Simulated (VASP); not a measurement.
SnSe, 2 atoms in the cell. The structure is cubic, space group F-43m (No. 216). Conventional cell: a = 6.728 Å, b = 6.728 Å, c = 6.728 Å, α = 90.00°, β = 90.00°, γ = 90.00°. Within 3.8 Å of Sn (site symmetry -43m) lie 4 Se at 2.91 Å. Within 3.8 Å of Se (site symmetry -43m) lie 4 Sn at 2.91 Å. 

- Program: VASP 6.6.1
- Task: single point
- Functional: PBE
- Potentials or basis: VASP PAW PBE potentials, release 64 (Sn_d, Se)
- Cutoff: 500 eV
- k mesh: 4 × 4 × 4
- Occupations: fermi-dirac, width 0.02 eV
- Spin: collinear spin, zero start
- Starting moments: [0.0, 0.0] μB
- Dipole correction: no
- Further INCAR settings: ALGO = Normal; EDIFF = 1e-06; NBANDS = 21

Potentials or basis: VASP PAW PBE potentials, release 64 (Sn_d, Se).

The run is started by

```console
$ cat potpaw_PBE.64/Sn_d/POTCAR potpaw_PBE.64/Se/POTCAR > POTCAR
$ mpirun -np 1 vasp_std > vasp.out
```

Hardware: 1 thread of Intel Xeon 8259CL, with other jobs on the host.

Question: How long does it take, and how much memory?

Answer: Wall time 52 s on 1 thread of Intel Xeon 8259CL (shared host), peak memory 0.24 GiB. Counts: scf iterations 14, k points 8.
